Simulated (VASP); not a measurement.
Set up this calculation in VASP 6.6.1, as the native input.

| Item | Value |
| --- | --- |
| Task | dielectric tensor |
| Functional | LDA |
| Potentials or basis | VASP PAW LDA potentials, release 64 (B, N) |
| Cutoff | 520 eV |
| k mesh | 4 × 4 × 6, shifted |
| Occupations | gaussian, width 0.01 eV |
| Spin | no spin polarisation |
| Dipole correction | no |
| Further INCAR settings | ALGO = Normal; EDIFF = 1e-08 |

The structure of BN lies in POSCAR:

```
BN
1.0
    4.4242230000      0.0000000000      0.0000000000
    0.0000000000      4.4242230000      0.0000000000
    0.0000000000      0.0000000000      2.5503560000
B N
4 4
Direct
    0.1742800000      0.8257200000      0.5000000000
    0.3257200000      0.3257200000      0.0000000000
    0.6742800000      0.6742800000      0.0000000000
    0.8257200000      0.1742800000      0.5000000000
    0.8126000000      0.8126000000      0.5000000000
    0.3126000000      0.6874000000      0.0000000000
    0.6874000000      0.3126000000      0.0000000000
    0.1874000000      0.1874000000      0.5000000000
```

The input as run:

INCAR

```
ALGO = Normal
EDIFF = 1E-8
ENCUT = 520
GGA = CA
ISIF = 2
ISMEAR = 0
LASPH = True
LCHARG = False
LEPSILON = True
LREAL = False
LWAVE = False
NELM = 100
PREC = Accurate
SIGMA = 0.01
```

KPOINTS

```
Automatic mesh
0
Gamma
  4 4 6
  0.5 0.5 0.5
```

Potentials or basis: VASP PAW LDA potentials, release 64 (B, N).

Run with:

```bash
$ cat potpaw_LDA.64/B/POTCAR potpaw_LDA.64/N/POTCAR > POTCAR
$ mpirun -np 1 vasp_std > vasp.out
```

Results of the run:

```
Band gap on the k mesh                  : 5.39 eV (least direct gap 6.32 eV)
Electronic dielectric tensor (diagonal) : 4.60, 4.60, 4.30
Born charges (mean of the diagonal)     : B +1.92; N -1.92 e
```

Caveat: a shifted mesh leaves out Γ, where band edges can lie.

It took 100 s on 1 thread of Intel Xeon 8259CL, with other jobs on the host, peak memory 0.18 GiB.
